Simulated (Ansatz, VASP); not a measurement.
# PbS in VASP and in Ansatz

INCAR

```
SYSTEM = PbS
  PREC = Accurate
  ENCUT = 520
  EDIFF = 1E-6
  ISMEAR = -1
  SIGMA = 0.02
  LREAL = .False.
  LASPH = .True.
  NELM = 80
  ALGO = Normal
  ISIF = 2
  LWAVE = .False.
  LCHARG = .False.
  GGA = PE
  NBANDS = 17
```

File KPOINTS:

```
Automatic mesh
0
Gamma
  8 8 8
  0 0 0
```

Contents of POSCAR:

```
PbS
1.0
    3.6351319672      0.0000000000      0.0000000000
    0.0000000000      3.6351319672      0.0000000000
    0.0000000000      0.0000000000      3.6351319672
Pb S
1 1
Direct
    0.0000000000      0.0000000000      0.0000000000
    0.5000000000      0.5000000000      0.5000000000
```

Input for Ansatz:

```yaml
crystal:
  lattice:
    - [3.6351319672, 0.0, 0.0]
    - [0.0, 3.6351319672, 0.0]
    - [0.0, 0.0, 3.6351319672]
  atoms:
    - { symbol: Pb, position: [0.0, 0.0, 0.0] }
    - { symbol: S, position: [0.5, 0.5, 0.5] }
kpoints:
  mp_grid: { grid: [8, 8, 8] }
  band_path:
    path:
      - [[0.0, 0.0, 0.0], [1.392030048109e-50, 0.5, -2.649050931003e-35], [0.5, 0.5, 1.766033954002e-35], [0.0, 0.0, 0.0], [0.5, 0.5, 0.5], [1.392030048109e-50, 0.5, -2.649050931003e-35]]
      - [[0.5, 0.5, 0.5], [0.5, 0.5, 1.766033954002e-35]]
    npoints: 10
hamiltonian:
  xc: pbe
scf:
  occupations: { method: fermi_dirac, width: 0.02 }
  n_extra_bands: 4
output:
  forces: true
  stress: true
  eigenvalues: true
```

Alike in both runs: task single point; functional PBE; k mesh 8 × 8 × 8; occupations fermi-dirac, width 0.02 eV; no spin polarisation.

```csv
,VASP,Ansatz
version,VASP 6.6.1,Ansatz 0.2.0
potentials or method,"VASP PAW PBE potentials, release 64 (Pb_d, S)","plane waves, PAW"
plane-wave cutoff (eV),520,420
valence electrons in the cell,20,20
```

|  | VASP | Ansatz | Ansatz less VASP |
| --- | --- | --- | --- |
| pressure (GPa) | 0.6 | 0.7 | +0.09 |

Spin-orbit coupling is off throughout.
